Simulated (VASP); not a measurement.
# C in VASP: a series of runs, part 2 of 2

VASP 6.6.1.

## 3. Single point, PBE (shear of c along a, cell held: +1.5 %, then relaxed in part)

The input, INCAR:

```
SYSTEM = C
PREC = Accurate
ENCUT = 520
EDIFF = 1E-7
ISMEAR = 0
SIGMA = 0.1
LREAL = .FALSE.
LASPH = .TRUE.
NELM = 100
ALGO = Normal
ISIF = 2
LWAVE = .FALSE.
LCHARG = .TRUE.
GGA = PE
LELF = .TRUE.
LVHAR = .TRUE.
NBANDS = 16
```

The input, KPOINTS:

```
regular mesh
0
G
  24 24 6
  0 0 0
```

The input, POSCAR:

```
C
1.0
    2.4665327983      0.0000000000      0.0000000000
   -1.2332663992      2.1360800626      0.0000000000
    0.1269817204      0.0000000000      8.4654480266
C
4
Direct
    0.0000000000      0.0000000000      0.2500000000
    0.0000000000      0.0000000000      0.7500000000
    0.3333333333      0.6666666667      0.2500000000
    0.6666666666      0.3333333333      0.7500000000
```

Potentials or basis: VASP PAW PBE potentials, release 64 (C).

Started as:

```sh
$ cat potpaw_PBE.64/C/POTCAR > POTCAR
$ mpirun -np 1 vasp_std > vasp.out
```

OUTCAR:

```text
SYSTEM = C
   PREC = Accurate
   ENCUT = 520
   EDIFF = 1E-7
   ISMEAR = 0
   LREAL = .FALSE.
   LASPH = .TRUE.
   NELM = 100
   ISIF = 2
   GGA = PE

 ion  position               nearest neighbor table
   1  0.000  0.000  0.250-   3 1.42   3 1.42   3 1.42
   2  0.000  0.000  0.750-   4 1.42   4 1.42   4 1.42
   3  0.333  0.667  0.250-   1 1.42   1 1.42   1 1.42
   4  0.667  0.333  0.750-   2 1.42   2 1.42   2 1.42

  LATTYP: Found a base centered monoclinic cell.
 ALAT       =     2.4665327983
 B/A-ratio  =     1.7320508076
 C/A-ratio  =     3.4325107462
 COS(beta)  =    -0.0149983128

  Lattice vectors:

 A1 = (  -1.2332663992,   2.1360800626,   0.0000000000)
 A2 = (  -1.2332663991,  -2.1360800626,   0.0000000000)
 A3 = (   0.1269817204,   0.0000000000,   8.4654480266)

Analysis of symmetry for initial positions (statically):
=====================================================================
 Subroutine PRICEL returns:
 Original cell was already a primitive cell.

 Routine SETGRP: Setting up the symmetry group for a
 base centered monoclinic supercell.

 Subroutine GETGRP returns: Found  4 space group operations
 (whereof  2 operations were pure point group operations)
 out of a pool of  4 trial point group operations.

The static configuration has the point symmetry S_2 .
 The point group associated with its full space group is C_2h.

Analysis of symmetry for dynamics (positions and initial velocities):
=====================================================================
 Subroutine PRICEL returns:
 Original cell was already a primitive cell.

 Routine SETGRP: Setting up the symmetry group for a
 base centered monoclinic supercell.

 Subroutine GETGRP returns: Found  4 space group operations
[... 120 lines left out ...]
   NUPDOWN=      -1.0000    fix difference up-down
   EMIN   =  10.00;   EMAX   =-10.00  energy-range for DOS
   EFERMI =   0.00;   METHOD = LEGACY
   ISMEAR =     0;   SIGMA  =   0.10  broadening in eV -4-tet -1-fermi 0-gaus
   EFERMI_NEDOS =   21; number of points for ismear=-14 and -15
   IALGO  =     38    algorithm
   IMIX   =      4    mixing-type and parameters
     AMIX     =   0.40;   BMIX     =  1.00
     AMIX_MAG =   1.60;   BMIX_MAG =  1.00
  volume/ion in A,a.u.               =      11.15        75.25
  Fermi-wavevector in a.u.,A,eV,Ry     =   1.163224  2.198175 18.409909  1.353090
  Thomas-Fermi vector in A             =   2.299776
   LORBIT       =      0    0 simple, 1 ext, 2 COOP (PROOUT), +10 PAW based schemes
   GGA     = PE    functional components
   LHFCALC =     F    Hartree Fock is set to
   AEXX    =    0.0000 exact exchange contribution
   IVDW    =     0    specifies the selected vdW correction
   LEPSILON=     F    determine dielectric tensor
   LRPA    =     F    only Hartree local field effects (RPA)
 non-spin polarized calculation
 Gauss-broadening in eV      SIGMA  =   0.10
  energy-cutoff  :      520.00
  volume of cell :       44.60
 maximum number of plane-waves:      1222
   NGX =  9   NGY =  9   NGZ = 31

 number of electron      15.9999993 magnetization

 Free energy of the ion-electron system (eV)
  ---------------------------------------------------
  ext. energy  EPLUGINS =         0.00000000
  ---------------------------------------------------
  free energy    TOTEN  =       -36.90615283 eV

  energy without entropy =      -36.90557777  energy(sigma->0) =      -36.90586530

 E-fermi :   2.8431     XC(G=0):  -8.7674

 val. band max:        2.8425266621   @ k =   0.3333   0.3333   0.0000
 cond. band min:       2.8461455104   @ k =  -0.3333  -0.3333   0.1667
 fundamental gap:      0.0036188484
 Fermi energy:         2.8431044249

 k-point     1 :       0.0000    0.0000    0.0000
  band No.  band energies     occupation
      1     -16.6904      2.00000
      2     -16.6518      2.00000
      3      -5.0145      2.00000
      4      -4.5082      2.00000
      5      -0.2006      2.00000
      6      -0.2006      2.00000
[... 433 lines left out ...]
      3      -9.3576      2.00000
      4      -9.3393      2.00000
      5      -3.6223      2.00000
      6      -3.6176      2.00000
[... 8 lines left out ...]
     15      15.4102      0.00000
     16      17.0948      0.00000

 [... further k-points ...]
[... 5 lines left out ...]
  --------------------------------------------------------------------------------------
  -------------------------------------------------------------------------------------
  Total        0.1503336      0.1503251     -0.0014154     -0.0000000      0.0000000     -0.0006304
  in kB        5.4002301      5.3999235     -0.0508433     -0.0000000      0.0000000     -0.0226444
  external PRESSURE =       3.5831035 kB  Pullay stress =       0.0000000 kB

 VOLUME and BASIS-vectors are now :
 -----------------------------------------------------------------------------
  energy-cutoff  :      520.00
  volume of cell :       44.60
      direct lattice vectors                 reciprocal lattice vectors
     2.466532798  0.000000000  0.000000000     0.405427408  0.234073623 -0.006081411
    -1.233266399  2.136080063  0.000000000     0.000000000  0.468147247  0.000000000
     0.126981720  0.000000000  8.465448027     0.000000000  0.000000000  0.118127239

 POSITION                                       TOTAL-FORCE (eV/Angst)
 -----------------------------------------------------------------------------------
      0.03175      0.00000      2.11636         0.000000     -0.000008      0.000000
      0.09524      0.00000      6.34909        -0.000000      0.000008      0.000000
      0.03175      1.42405      2.11636         0.000000     -0.000008     -0.000000
      1.32850      0.71203      6.34909        -0.000000      0.000008      0.000000
 -----------------------------------------------------------------------------------
    total drift:                                0.000000      0.000000      0.000000

  FREE ENERGIE OF THE ION-ELECTRON SYSTEM (eV)
  ---------------------------------------------------
  free  energy   TOTEN  =       -36.9061528257 eV

  energy  without entropy=      -36.9055777720  energy(sigma->0) =      -36.90586530
```

OSZICAR:

```text
N       E                     dE             d eps       ncg     rms          rms(c)
DAV:   1     0.448713665381E+02    0.44871E+02   -0.76218E+03 29336   0.894E+02
DAV:   2    -0.357662766279E+02   -0.80638E+02   -0.73056E+02 40568   0.192E+02
DAV:   3    -0.393579119293E+02   -0.35916E+01   -0.35670E+01 39928   0.390E+01
DAV:   4    -0.393963922084E+02   -0.38480E-01   -0.38465E-01 36432   0.485E+00
DAV:   5    -0.393971123106E+02   -0.72010E-03   -0.72000E-03 39440   0.633E-01    0.892E+00
DAV:   6    -0.375374413776E+02    0.18597E+01   -0.13577E+00 35008   0.690E+00    0.523E+00
DAV:   7    -0.368935463400E+02    0.64390E+00   -0.17289E+00 36952   0.785E+00    0.143E+00
DAV:   8    -0.369063521645E+02   -0.12806E-01   -0.65453E-02 35160   0.148E+00    0.201E-01
DAV:   9    -0.369058218487E+02    0.53032E-03   -0.11838E-03 39384   0.232E-01    0.109E-01
DAV:  10    -0.369061473159E+02   -0.32547E-03   -0.10006E-03 33344   0.193E-01    0.600E-02
DAV:  11    -0.369061501448E+02   -0.28289E-05   -0.19363E-05 38688   0.290E-02    0.109E-02
DAV:  12    -0.369061526487E+02   -0.25039E-05   -0.23353E-06 33824   0.135E-02    0.377E-03
DAV:  13    -0.369061528015E+02   -0.15281E-06   -0.34252E-07 37512   0.377E-03    0.809E-04
DAV:  14    -0.369061528257E+02   -0.24130E-07   -0.61639E-09 29648   0.653E-04
   1 F= -.36906153E+02 E0= -.36905865E+02  d E =-.575054E-03
```

stdout:

```text
POSCAR found type information on POSCAR C
 POSCAR found :  1 types and       4 ions
 scaLAPACK will be used
 LDA part: xc-table for (Slater+PW92), standard interpolation
 POSCAR, INCAR and KPOINTS ok, starting setup
 FFT: planning ... GRIDC
 FFT: planning ... GRID_SOFT
 FFT: planning ... GRID
 WAVECAR not read
 entering main loop
```

Run time: 5.8 min. Hardware: 1 thread of AMD EPYC 9R45 (Zen 5), shared host; peak memory 0.49 GiB.

Results:

| Property | Result |
| --- | --- |
| Free energy | -36.9062 eV |
| Pressure | 0.4 GPa |
| Band gap on the k mesh | zero (filled and empty bands touch) |

Caveat: the cell differs from its parent crystal (shear of c along a, cell held: +1.5 %, then relaxed in part); this functional lacks dispersion, which binds the layers, so the pressure and a relaxed spacing across them are unreliable.
